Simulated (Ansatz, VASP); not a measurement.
## Si2Ni: VASP beside Ansatz

File INCAR:

```
SYSTEM = Si2Ni
PREC = Accurate ; ENCUT = 520
EDIFF = 1E-6 ; ISMEAR = 0
SIGMA = 0.15 ; LREAL = .False.
LASPH = .True. ; NELM = 60
ALGO = Normal ; ISIF = 2
LWAVE = .False. ; LCHARG = .False.
GGA = PS ; NBANDS = 16
```

The input KPOINTS:

```
Automatic mesh
0
Gamma
  16 16 16
  0 0 0
```

Contents of POSCAR:

```
Si2Ni
1.0
    0.0000000000      2.9113612320      2.9113612320
    2.9113612320      0.0000000000      2.9113612320
    2.9113612320      2.9113612320      0.0000000000
Si Ni
2 1
Direct
    0.2500000000      0.2500000000      0.2500000000
    0.7500000000      0.7500000000      0.7500000000
    0.0000000000      0.0000000000      0.0000000000
```

Input for Ansatz:

```yaml
crystal:
  lattice:
    - [0.0, 2.911361232, 2.911361232]
    - [2.911361232, 0.0, 2.911361232]
    - [2.911361232, 2.911361232, 0.0]
  atoms:
    - { symbol: Si, position: [0.25, 0.25, 0.25] }
    - { symbol: Si, position: [0.75, 0.75, 0.75] }
    - { symbol: Ni, position: [0.0, 0.0, 0.0] }
basis:
  ecutwfc: 420
kpoints:
  mp_grid: { grid: [16, 16, 16] }
hamiltonian:
  xc: pbesol
scf:
  occupations: { method: gaussian, width: 0.15 }
output:
  forces: true
  stress: true
  eigenvalues: true
```

Change from the starting cell: strain +0.080 along x and y, +0.080 along z, atoms carried along.

Alike in both runs: task single point; functional PBEsol; k mesh 16 × 16 × 16; occupations gaussian, width 0.15 eV; no spin polarisation.

```csv
,VASP,Ansatz
version,VASP 6.6.1,Ansatz 0.2.0
potentials or method,"VASP PAW PBE potentials, release 64 (Si, Ni), cutoff 520 eV","scalar-relativistic, plane waves, PAW"
valence electrons in the cell,18,26
```

```csv
,VASP,Ansatz,Ansatz less VASP
gap on the k mesh at the Fermi level (eV),none,none,-
pressure (GPa),-21.5,-21.6,-0.08
```

VASP's potentials were made for PBE, not for PBEsol. A gap of «none» marks a metal or a gap that the smearing closes. VASP's potentials hold 18 valence electrons a cell and Ansatz's 26, so a difference there can come from the potentials and not from the codes.
